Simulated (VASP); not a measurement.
The system is InSb.

```
In Sb
1.0
     5.92042    0.00000    0.00000
     0.00000    5.93800    0.00000
     0.00000    0.00000    3.22250
In Sb
2 2
Direct
  0.00000 0.00000 0.00881
  0.50000 0.50000 0.99120
  0.00000 0.50000 0.27700
  0.50000 0.00000 0.72300
```

Base run:

```yaml
Program: VASP 6.6.1
Functional: PBE
Potentials_or_basis: VASP PAW PBE potentials, release 64 (In_d, Sb)
Cutoff: 520 eV
k_mesh: 8 × 8 × 14
Occupations: methfessel-paxton, width 0.3 eV
Spin: no spin polarisation
```

Its results: band gap on the k mesh zero (bands 18 and 19 overlap by 2.69 eV); pressure 0.0 GPa; largest force 0.059 eV/Å.

Question: The run is repeated on the same cell with these changes: occupations from methfessel-paxton, width 0.3 eV to fermi-dirac, width 0.3 eV. What comes out?

Answer: Band gap on the k mesh zero (bands 18 and 19 overlap by 2.69 eV); pressure 0.4 GPa; largest force 0.045 eV/Å.

Caveats: so wide a smearing shifts energies and pressures; spin-orbit coupling is left out, which moves the levels of the heavy elements.
